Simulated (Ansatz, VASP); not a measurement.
Two plane-wave programs on Ru

File INCAR:

```
SYSTEM = Ru
PREC = Accurate
ENCUT = 520
EDIFF = 1E-6
ISMEAR = 0
SIGMA = 0.1
LREAL = .False.
LASPH = .True.
NELM = 100
ALGO = Normal
ISIF = 2
LWAVE = .False.
LCHARG = .False.
GGA = PS
NBANDS = 28
```

Contents of KPOINTS:

```
Automatic mesh
0
Gamma
  9 9 9
  0 0 0
```

File POSCAR:

```
Ru
1.0
    1.4130400140      0.8158190324      6.8291337230
   -1.4130400140      0.8158190324      6.8291337230
    0.0000000000     -1.6316380650      6.8291337230
Ru
3
Direct
    0.0000000000      0.0000000000      0.0000000000
    0.2222200000      0.2222200000      0.2222200000
    0.7777800000      0.7777800000      0.7777800000
```

Input for Ansatz:

```yaml
crystal:
  lattice:
    - [1.413040014, 0.8158190324, 6.829133723]
    - [-1.413040014, 0.8158190324, 6.829133723]
    - [0.0, -1.631638065, 6.829133723]
  atoms:
    - { symbol: Ru, position: [0.0, 0.0, 0.0] }
    - { symbol: Ru, position: [0.22222, 0.22222, 0.22222] }
    - { symbol: Ru, position: [0.77778, 0.77778, 0.77778] }
basis:
  ecutwfc: 420
kpoints:
  mp_grid: { grid: [9, 9, 9] }
hamiltonian:
  xc: pbesol
scf:
  occupations: { method: gaussian, width: 0.1 }
  lower_state_search: "off"
output:
  forces: true
  stress: true
  eigenvalues: true
```

Alike in both runs: task single point; functional PBEsol; k mesh 9 × 9 × 9; occupations gaussian, width 0.1 eV; no spin polarisation.

|  | VASP | Ansatz |
| --- | --- | --- |
| version | VASP 6.6.1 | Ansatz 0.2.0 |
| potentials or method | VASP PAW PBE potentials, release 64 (Ru_pv), cutoff 520 eV | scalar-relativistic, plane waves, PAW |
| valence electrons in the cell | 42 | 48 |

|  | VASP | Ansatz | Ansatz less VASP |
| --- | --- | --- | --- |
| gap on the k mesh at the Fermi level (eV) | none | none | - |
| rms of the force components (eV/Å) | 0.220 | 0.220 | +0.0004 |

VASP's potentials were made for PBE, not for PBEsol. Atom by atom the forces differ by 0.000 eV/Å (rms over components). A gap of «none» marks a metal or a gap that the smearing closes. VASP's potentials hold 42 valence electrons a cell and Ansatz's 48, so a difference there can come from the potentials and not from the codes.
